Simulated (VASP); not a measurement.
Set up this calculation in VASP 6.6.1, as the native input.

- Task: single point
- Functional: PBEsol
- Potentials or basis: VASP PAW PBE potentials, release 64 (Ti_sv, Pt)
- Cutoff: 500 eV
- k mesh: 6 × 6 × 6
- Occupations: gaussian, width 0.1 eV
- Spin: no spin polarisation
- Dipole correction: no
- Further INCAR settings: ALGO = Normal; EDIFF = 1e-06; NBANDS = 29

The structure of TiPt3 lies in POSCAR:

```
TiPt3
1.0
    3.6887415961      0.0000000000      0.0000000000
    0.0000000000      3.6887415961      0.0000000000
    0.0000000000      0.0000000000      3.6887415961
Ti Pt
1 3
Direct
    0.0000000000      0.0000000000      0.0000000000
    0.5000000000      0.5000000000      0.0000000000
    0.5000000000      0.0000000000      0.5000000000
    0.0000000000      0.5000000000      0.5000000000
```

This cell differs from its parent crystal: Os replaced by Pt, lengths x 0.976, strained.

One way to write it, as run:

INCAR

```
SYSTEM = TiPt3
PREC     = Accurate       ! precision mode
ENCUT    = 500            ! plane-wave cutoff, eV
EDIFF    = 1E-6           ! SCF threshold, eV
ISMEAR   = 0              ! smearing method
SIGMA    = 0.1            ! smearing width, eV
LREAL    = .False.        ! projectors in reciprocal space
LASPH    = .True.         ! aspherical terms in the spheres
NELM     = 120            ! most SCF steps
ALGO     = Normal         ! electronic algorithm
ISIF     = 2              ! what is computed and relaxed
LWAVE    = .False.        ! write WAVECAR
LCHARG   = .False.        ! write CHGCAR
GGA      = PS             ! functional
NBANDS   = 29             ! bands
GGA_COMPAT= .False.
```

KPOINTS

```
regular mesh
0
Gamma
  6 6 6
  0 0 0
```

Potentials or basis: VASP PAW PBE potentials, release 64 (Ti_sv, Pt).

Run with:

```bash
$ cat potpaw_PBE.64/Ti_sv/POTCAR potpaw_PBE.64/Pt/POTCAR > POTCAR
$ mpirun -np 1 vasp_std > vasp.out
```

Results of the run:

The pressure is 66.6 GPa and the band gap on the k mesh is zero (bands 21 and 22 overlap by 1.97 eV).

Caveat: the cell differs from its parent crystal (Os replaced by Pt, lengths x 0.976, strained); the cell stands under pressure; the PAW data sets were made with another functional, which shifts forces and pressure a little; spin-orbit coupling is left out, which moves the levels of the heavy elements.

Wall time 31 s on 1 thread of Intel(R) Xeon(R) Platinum 8259CL CPU @ 2.50GHz (Skylake/Cascade Lake) (shared host), peak memory 0.17 GiB.
